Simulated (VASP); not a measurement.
# Zn2F (P6/mmm) in VASP: a series of runs, part 2 of 2

VASP 6.6.1. Earlier steps stand in the parts before.

## Step 3: Single point, PBE

This run uses another cell than the first one, of 15.66 Å³/atom.

Contents of INCAR:

```
ALGO = Fast
EDIFF = 1E-7
ENCUT = 520
GGA = PE
ISIF = 2
ISMEAR = 0
LASPH = T
LCHARG = F
LREAL = F
LWAVE = F
NBANDS = 22
NELM = 80
PREC = Accurate
SIGMA = 0.1
```

Contents of KPOINTS:

```
k-points
0
Gamma
  12 12 16
```

Contents of POSCAR:

```
Zn2F
1.0
    4.3536111690      0.0000000000      0.0000000000
   -2.1768055845      3.7703378705      0.0000000000
    0.0000000000      0.0000000000      2.8628493511
Zn F
2 1
Direct
    0.3333333333      0.6666666667      0.5000000000
    0.6666666667      0.3333333333      0.5000000000
    0.0000000000      0.0000000000      0.0000000000
```

Potentials or basis: VASP PAW PBE potentials, release 64 (Zn, F).

Run with:

```bash
$ cat potpaw_PBE.64/Zn/POTCAR potpaw_PBE.64/F/POTCAR > POTCAR
$ mpirun -np 1 vasp_std > vasp.out
```

OUTCAR:

```text
EDIFF = 1E-7
   ENCUT = 520
   GGA = PE
   ISIF = 2
   ISMEAR = 0
   LASPH = T
   LREAL = F
   NELM = 80
   PREC = Accurate

 ion  position               nearest neighbor table
   1  0.333  0.667  0.500-   2 2.51   2 2.51   2 2.51
   2  0.667  0.333  0.500-   1 2.51   1 2.51   1 2.51
   3  0.000  0.000  0.000-

  LATTYP: Found a hexagonal cell.
 ALAT       =     4.3536111690
 C/A-ratio  =     0.6575803948

  Lattice vectors:

 A1 = (   4.3536111690,   0.0000000000,   0.0000000000)
 A2 = (  -2.1768055845,   3.7703378705,   0.0000000000)
 A3 = (   0.0000000000,   0.0000000000,   2.8628493511)

Analysis of symmetry for initial positions (statically):
=====================================================================
 Subroutine PRICEL returns:
 Original cell was already a primitive cell.

 Routine SETGRP: Setting up the symmetry group for a
 hexagonal supercell.

 Subroutine GETGRP returns: Found 24 space group operations
 (whereof 24 operations were pure point group operations)
 out of a pool of 24 trial point group operations.

[... 156 lines left out ...]

 Free energy of the ion-electron system (eV)
  ---------------------------------------------------
  ext. energy  EPLUGINS =         0.00000000
  ---------------------------------------------------
  free energy    TOTEN  =        -5.43242854 eV

  energy without entropy =       -5.42987886  energy(sigma->0) =       -5.43115370

 E-fermi :   0.7108     XC(G=0): -10.3306

 val. band max:        0.6520434376   @ k =   0.3333   0.0833   0.3125
 cond. band min:       0.7126798741   @ k =   0.5000  -0.0000   0.3750
 fundamental gap:      0.0606364365
 Fermi energy:         0.7108464477

 k-point     1 :       0.0000    0.0000    0.0000
  band No.  band energies     occupation
      1     -20.5816      2.00000
      2      -6.4726      2.00000
      3      -6.1574      2.00000
      4      -6.1574      2.00000
      5      -6.0753      2.00000
      6      -6.0110      2.00000
[... 589 lines left out ...]
     21      11.6691      0.00000
     22      15.3545      0.00000

 [... further k-points ...]
[... 5 lines left out ...]
  --------------------------------------------------------------------------------------
  -------------------------------------------------------------------------------------
  Total        0.0214316      0.0214316     -0.0148723      0.0000000     -0.0000000     -0.0000000
  in kB        0.7306953      0.7306953     -0.5070610      0.0000000     -0.0000000     -0.0000000
  external PRESSURE =       0.3181099 kB  Pullay stress =       0.0000000 kB

 VOLUME and BASIS-vectors are now :
 -----------------------------------------------------------------------------
  energy-cutoff  :      520.00
  volume of cell :       46.99
      direct lattice vectors                 reciprocal lattice vectors
     4.353611169  0.000000000  0.000000000     0.229694376  0.132614110  0.000000000
    -2.176805584  3.770337871  0.000000000     0.000000000  0.265228219  0.000000000
     0.000000000  0.000000000  2.862849351     0.000000000  0.000000000  0.349302348

 POSITION                                       TOTAL-FORCE (eV/Angst)
 -----------------------------------------------------------------------------------
     -0.00000      2.51356      1.43142        -0.000000     -0.000000      0.000000
      2.17681      1.25678      1.43142         0.000000      0.000000      0.000000
      0.00000      0.00000      0.00000         0.000000      0.000000      0.000000
 -----------------------------------------------------------------------------------
    total drift:                               -0.000000      0.000000      0.000000

  FREE ENERGIE OF THE ION-ELECTRON SYSTEM (eV)
  ---------------------------------------------------
  free  energy   TOTEN  =        -5.4324285435 eV

  energy  without entropy=       -5.4298788569  energy(sigma->0) =       -5.43115370
```

stdout:

```text
POSCAR found type information on POSCAR ZnF
 POSCAR found :  2 types and       3 ions
 scaLAPACK will be used
 LDA part: xc-table for (Slater+PW92), standard interpolation
 POSCAR, INCAR and KPOINTS ok, starting setup
 FFT: planning ... GRIDC
 FFT: planning ... GRID_SOFT
 FFT: planning ... GRID
 WAVECAR not read
 entering main loop
WARNING in EDDRMM: call to ZHEGV failed, returncode =   8  4     22
WARNING in EDDRMM: call to ZHEGV failed, returncode =   8  4     20
 num prob WARNING in EDDRMM: call to ZHEGV failed, returncode =   8  4     21
 num prob RMM:  16    -0.543242854350E+01   -0.99790E-08   -0.43186E-08  5191   0.128E-03
```

Wall time 3.6 min (1 thread of Oxide Virtual Turin-like, shared host); peak memory 0.24 GiB.

Results:

```yaml
Free_energy: -5.4324 eV
Pressure: 0.0 GPa
Band_gap_on_the_k_mesh: zero (an odd number of electrons rules out a gap without spin polarisation)
```

Levels at points of the mesh, in eV from the Fermi level:
```tsv
k point	band 11	band 12	band 13	band 14	band 15	band 16	band 17	band 18	band 19	band 20
(0.00, 0.00, 0.00)	-6.30	-6.30	-2.99	-2.99	-1.87	2.60	2.60	3.16	8.80	8.80
(0.50, 0.00, 0.00)	-6.24	-5.55	-3.60	-2.98	-1.81	-0.98	2.77	5.39	11.78	12.27
(0.00, 0.00, 0.50)	-6.10	-4.36	-2.62	-2.62	-0.72	-0.67	5.69	5.69	6.20	8.36
(0.50, 0.00, 0.50)	-6.11	-3.79	-3.35	-2.62	-0.94	1.40	2.12	2.62	3.91	9.58
```

Caveat: an odd number of electrons without spin polarisation forces a metal; a magnetic or distorted state may lie lower.

## Step 4: Relaxation of cell and atoms, PBE

This run uses another cell than the first one, of 16.13 Å³/atom.

Contents of INCAR:

```
SYSTEM = Zn2F
PREC     = Accurate       ! precision mode
ENCUT    = 600            ! plane-wave cutoff, eV
EDIFF    = 1E-7           ! SCF threshold, eV
ISMEAR   = 0              ! smearing method
SIGMA    = 0.1            ! smearing width, eV
LREAL    = .FALSE.        ! projectors in reciprocal space
LASPH    = .TRUE.         ! aspherical terms in the spheres
NELM     = 80             ! most SCF steps
ALGO     = Fast           ! electronic algorithm
ISIF     = 3              ! what is computed and relaxed
LWAVE    = .FALSE.        ! write WAVECAR
LCHARG   = .FALSE.        ! write CHGCAR
GGA      = PE             ! functional
IBRION   = 2              ! ionic algorithm
NSW      = 100            ! ionic steps
EDIFFG   = -0.01          ! ionic threshold
```

Contents of KPOINTS:

```
Automatic mesh
0
G
  12 12 16
  0 0 0
```

Contents of POSCAR:

```
Zn2F
1.0
    4.3106003954      0.0000000000      0.0000000000
   -2.1553001977      3.7330894480      0.0000000000
    0.0000000000      0.0000000000      3.0062697742
Zn F
2 1
Direct
    0.3333333333      0.6666666667      0.5000000000
    0.6666666667      0.3333333333      0.5000000000
    0.0000000000      0.0000000000      0.0000000000
```

Potentials or basis: VASP PAW PBE potentials, release 64 (Zn, F).

Run with:

```bash
$ cat potpaw_PBE.64/Zn/POTCAR potpaw_PBE.64/F/POTCAR > POTCAR
$ mpirun -np 1 vasp_std > vasp.out
```

OUTCAR:

```text
SYSTEM = Zn2F
   PREC = Accurate
   ENCUT = 600
   EDIFF = 1E-7
   ISMEAR = 0
   LREAL = .FALSE.
   LASPH = .TRUE.
   NELM = 80
   ISIF = 3
   GGA = PE
   IBRION = 2
   NSW = 100
   EDIFFG = -0.01

 ion  position               nearest neighbor table
   1  0.333  0.667  0.500-   2 2.49   2 2.49   2 2.49
   2  0.667  0.333  0.500-   1 2.49   1 2.49   1 2.49
   3  0.000  0.000  0.000-

  LATTYP: Found a hexagonal cell.
 ALAT       =     4.3106003954
 C/A-ratio  =     0.6974132368

  Lattice vectors:

 A1 = (   4.3106003954,   0.0000000000,   0.0000000000)
 A2 = (  -2.1553001977,   3.7330894480,   0.0000000000)
 A3 = (   0.0000000000,   0.0000000000,   3.0062697742)

Analysis of symmetry for initial positions (statically):
=====================================================================
 Subroutine PRICEL returns:
 Original cell was already a primitive cell.

 Routine SETGRP: Setting up the symmetry group for a
 hexagonal supercell.

 Subroutine GETGRP returns: Found 24 space group operations
 (whereof 24 operations were pure point group operations)
 out of a pool of 24 trial point group operations.

The static configuration has the point symmetry D_6h.

Analysis of symmetry for dynamics (positions and initial velocities):
=====================================================================
 Subroutine PRICEL returns:
 Original cell was already a primitive cell.

 Routine SETGRP: Setting up the symmetry group for a
 hexagonal supercell.

 Subroutine GETGRP returns: Found 24 space group operations
 (whereof 24 operations were pure point group operations)
 out of a pool of 24 trial point group operations.

The dynamic configuration has the point symmetry D_6h.

 Subroutine INISYM returns: Found 24 space group operations
 (whereof 24 operations are pure point group operations),
 and found     1 'primitive' translations

----------------------------------------------------------------------------------------

                                     Primitive cell

  volume of cell :      48.3765

  direct lattice vectors                    reciprocal lattice vectors
     4.310600395  0.000000000  0.000000000     0.231986245  0.133937321  0.000000000
    -2.155300198  3.733089448  0.000000000     0.000000000  0.267874642  0.000000000
     0.000000000  0.000000000  3.006269774     0.000000000  0.000000000  0.332638145

  length of vectors
     4.310600395  4.310600395  3.006269774     0.267874642  0.267874642  0.332638145

  position of ions in fractional coordinates (direct lattice)
     0.333333333  0.666666667  0.500000000
     0.666666667  0.333333333  0.500000000
     0.000000000  0.000000000  0.000000000

  ion indices of the primitive-cell ions
   primitive index   ion index
                 1           1
                 2           2
                 3           3

----------------------------------------------------------------------------------------

[... 53 lines left out ...]
   total plane-waves  NPLWV =  31104
   dimension x,y,z NGX =    36 NGY =   36 NGZ =   24
   dimension x,y,z NGXF=    72 NGYF=   72 NGZF=   48
   ions per type =               2   1
   NGX,Y,Z   is equivalent  to a cutoff of  13.88, 13.88, 13.27 a.u.
   NGXF,Y,Z  is equivalent  to a cutoff of  27.77, 27.77, 26.54 a.u.
 SYSTEM =  Zn2F
   PREC   = accura    normal or accurate (medium, high low for compatibility)
   ISTART =      0    job   : 0-new  1-cont  2-samecut
   ICHARG =      2    charge: 1-file 2-atom 10-const
   ISPIN  =      1    spin polarized calculation?
   LNONCOLLINEAR =      F non collinear calculations
   LSORBIT =      F    spin-orbit coupling
   LASPH  =      T    aspherical Exc in radial PAW
   ENCUT  =  600.0 eV  44.10 Ry    6.64 a.u.   8.61  8.61  6.00*2*pi/ulx,y,z
   NELM   =     80;   NELMIN=  2; NELMDL= -5     # of ELM steps
   EDIFF  = 0.1E-06   stopping-criterion for ELM
   LREAL  =      F    real-space projection
   EDIFFG = -.1E-01   stopping-criterion for IOM
   NSW    =    100    number of steps for IOM
   IBRION =      2    ionic relax: 0-MD 1-quasi-New 2-CG
   NFREE  =      1    steps in history (QN), initial steepest desc. (CG)
   ISIF   =      3    stress and relaxation
   ISYM   =      2    0-nonsym 1-usesym 2-fastsym
   POTIM  = 0.5000    time-step for ionic-motion
   TEBEG  =    0.0;   TEEND  =   0.0 temperature during run
   PSTRESS=    0.0 pullay stress
   NELECT =      31.0000    total number of electrons
   NUPDOWN=      -1.0000    fix difference up-down
   EMIN   =  10.00;   EMAX   =-10.00  energy-range for DOS
   EFERMI =   0.00;   METHOD = LEGACY
   ISMEAR =     0;   SIGMA  =   0.10  broadening in eV -4-tet -1-fermi 0-gaus
   EFERMI_NEDOS =   21; number of points for ismear=-14 and -15
   IALGO  =     68    algorithm
   IMIX   =      4    mixing-type and parameters
     AMIX     =   0.40;   BMIX     =  1.00
     AMIX_MAG =   1.60;   BMIX_MAG =  1.00
  volume/ion in A,a.u.               =      16.13       108.82
  Fermi-wavevector in a.u.,A,eV,Ry     =   1.411402  2.667163 27.103557  1.992055
  Thomas-Fermi vector in A             =   2.533257
   LORBIT       =      0    0 simple, 1 ext, 2 COOP (PROOUT), +10 PAW based schemes
   GGA     = PE    functional components
   LHFCALC =     F    Hartree Fock is set to
   AEXX    =    0.0000 exact exchange contribution
   IVDW    =     0    specifies the selected vdW correction
   LEPSILON=     F    determine dielectric tensor
   LRPA    =     F    only Hartree local field effects (RPA)
 conjugate gradient relaxation of ions
 non-spin polarized calculation
 RMM-DIIS sequential band-by-band and
 Gauss-broadening in eV      SIGMA  =   0.10
  energy-cutoff  :      600.00
  volume of cell :       48.38
 maximum number of plane-waves:      1638
 NGX is ok and might be reduce to    36
   NGX = 17   NGY = 17   NGZ = 13

--------------------------------------- Ionic step        1  -------------------------------------------

 number of electron      31.0000015 magnetization

 Free energy of the ion-electron system (eV)
  ---------------------------------------------------
  ext. energy  EPLUGINS =         0.00000000
  ---------------------------------------------------
  free energy    TOTEN  =        -5.42407500 eV

  energy without entropy =       -5.41999557  energy(sigma->0) =       -5.42203529

------------------------ aborting loop because EDIFF is reached ----------------------------------------

  FORCE on cell =-STRESS in cart. coord.  units (eV):
  Direction    XX          YY          ZZ          XY          YZ          ZX
  --------------------------------------------------------------------------------------
  -------------------------------------------------------------------------------------
  Total        0.1194941      0.1194941     -0.3001860      0.0000000      0.0000000      0.0000000
  in kB        3.9575198      3.9575198     -9.9418423      0.0000000      0.0000000      0.0000000
  external PRESSURE =      -0.6756009 kB  Pullay stress =       0.0000000 kB
[... 92 lines left out ...]
  FREE ENERGIE OF THE ION-ELECTRON SYSTEM (eV)
  ---------------------------------------------------
  free  energy   TOTEN  =        -5.4301355535 eV

  energy  without entropy=       -5.4260841270  energy(sigma->0) =       -5.42810984

[... ionic steps 4 to 7 ...]

--------------------------------------- Ionic step        8  -------------------------------------------

 number of electron      31.0000028 magnetization

------------------------ aborting loop because EDIFF is reached ----------------------------------------
[... 69 lines left out ...]
--------------------------------------- Ionic step       10  -------------------------------------------

 number of electron      31.0000025 magnetization

 Free energy of the ion-electron system (eV)
  ---------------------------------------------------
  ext. energy  EPLUGINS =         0.00000000
  ---------------------------------------------------
  free energy    TOTEN  =        -5.43578313 eV

  energy without entropy =       -5.43330905  energy(sigma->0) =       -5.43454609

 E-fermi :   0.7122     XC(G=0): -10.3375

 val. band max:        0.6552301419   @ k =   0.3333   0.0833   0.3125
 cond. band min:       0.7179454248   @ k =   0.5000   0.0000   0.3750
 fundamental gap:      0.0627152829
 Fermi energy:         0.7122447233

 k-point     1 :       0.0000    0.0000    0.0000
  band No.  band energies     occupation
      1     -20.5757      2.00000
      2      -6.4724      2.00000
      3      -6.1533      2.00000
      4      -6.1533      2.00000
      5      -6.0800      2.00000
      6      -6.0080      2.00000
[... 505 lines left out ...]
      6      -6.0846      2.00000
[... 11 lines left out ...]
     18       6.5015      0.00000
     19      10.7864      0.00000

 [... further k-points ...]
[... 5 lines left out ...]
  --------------------------------------------------------------------------------------
  -------------------------------------------------------------------------------------
  Total       -0.0242801     -0.0242801     -0.0107735      0.0000000      0.0000000      0.0000000
  in kB       -0.8288856     -0.8288856     -0.3677901      0.0000000      0.0000000      0.0000000
  external PRESSURE =      -0.6751871 kB  Pullay stress =       0.0000000 kB
[... 18 lines left out ...]
  FREE ENERGIE OF THE ION-ELECTRON SYSTEM (eV)
  ---------------------------------------------------
  free  energy   TOTEN  =        -5.4357831333 eV

  energy  without entropy=       -5.4333090530  energy(sigma->0) =       -5.43454609

 reached required accuracy - stopping structural energy minimisation
```

Wall time 31 min (1 thread of Oxide Virtual Turin-like, shared host); peak memory 0.28 GiB.

Results:

* Free energy: -5.4358 eV
* Relaxed volume: 15.64 Å³/atom
* Relaxed cell: a = 4.356 Å, b = 4.356 Å, c = 2.855 Å, α = 90.00°, β = 90.00°, γ = 120.00°
* Space group after relaxing (to 0.1 Å): P6/mmm (No. 191)
* Energy gained by relaxing: 3.9 meV/atom
* Ionic steps: 10
* Pressure after relaxing: -0.1 GPa
* Band gap on the k mesh: zero (an odd number of electrons rules out a gap without spin polarisation)

Step by step:
| step | energy change (eV) | largest force (eV/Å) | pressure (GPa) | volume (Å³) |
| --- | --- | --- | --- | --- |
| 1 | 0.0000 | 0.0000 | -0.07 | 48.38 |
| 2 | -0.0018 | 0.0000 | -0.16 | 48.33 |
| 3 | -0.0061 | 0.0000 | -0.51 | 48.17 |
| 4 | -0.0076 | 0.0000 | -1.14 | 47.83 |
| 5 | -0.0085 | 0.0000 | -0.92 | 48.00 |
| 6 | -0.0099 | 0.0000 | -0.70 | 47.72 |
| 7 | -0.0115 | 0.0000 | -0.16 | 46.94 |
| 8 | -0.0115 | 0.0000 | -0.18 | 46.97 |
| 9 | -0.0117 | 0.0000 | -0.13 | 46.95 |
| 10 | -0.0117 | 0.0000 | -0.07 | 46.93 |

Final structure:
```yaml
crystal:
  lattice:
    - [4.35649, 0.00000, 0.00000]
    - [-2.17824, 3.77283, 0.00000]
    - [0.00000, 0.00000, 2.85537]
  atoms:
    - { symbol: Zn, position: [0.33333, 0.66667, 0.50000] }
    - { symbol: Zn, position: [0.66667, 0.33333, 0.50000] }
    - { symbol: F, position: [0.00000, 0.00000, 0.00000] }
```

Caveat: an odd number of electrons without spin polarisation forces a metal; a magnetic or distorted state may lie lower.

## Step 5: The runs side by side

```tsv
task	cell	k mesh	cutoff (eV)	gap on the mesh (eV)	pressure (GPa)	relaxed volume (Å³/atom)
relaxation of cell and atoms	relaxed from a = 3.387, b = 3.387, c = 3.657 Å, angles 90.0, 90.0, 120.0°, 3 atoms	6 × 6 × 6	600	none	0.0	15.70
single point	a = 4.354, b = 4.354, c = 2.863 Å, angles 90.0, 90.0, 120.0°, 3 atoms	12 × 12 × 16	520	none	0.0	-
relaxation of cell and atoms	relaxed from a = 4.311, b = 4.311, c = 3.006 Å, angles 90.0, 90.0, 120.0°, 3 atoms	12 × 12 × 16	600	none	-0.1	15.64
```

Alike in all rows: level PBE; potentials or basis VASP PAW PBE potentials, release 64 (Zn, F); no spin polarisation; smearing gaussian 0.1 eV.

Caveats: an odd number of electrons without spin polarisation forces a metal; a magnetic or distorted state may lie lower; the volume moved by over 15 % at a fixed basis, so the end points are rough (at least some runs).

Absolute energies hang on the potentials; compare differences alone.

The gap in the log of VASP goes by the Fermi energy; the results here count the filled bands.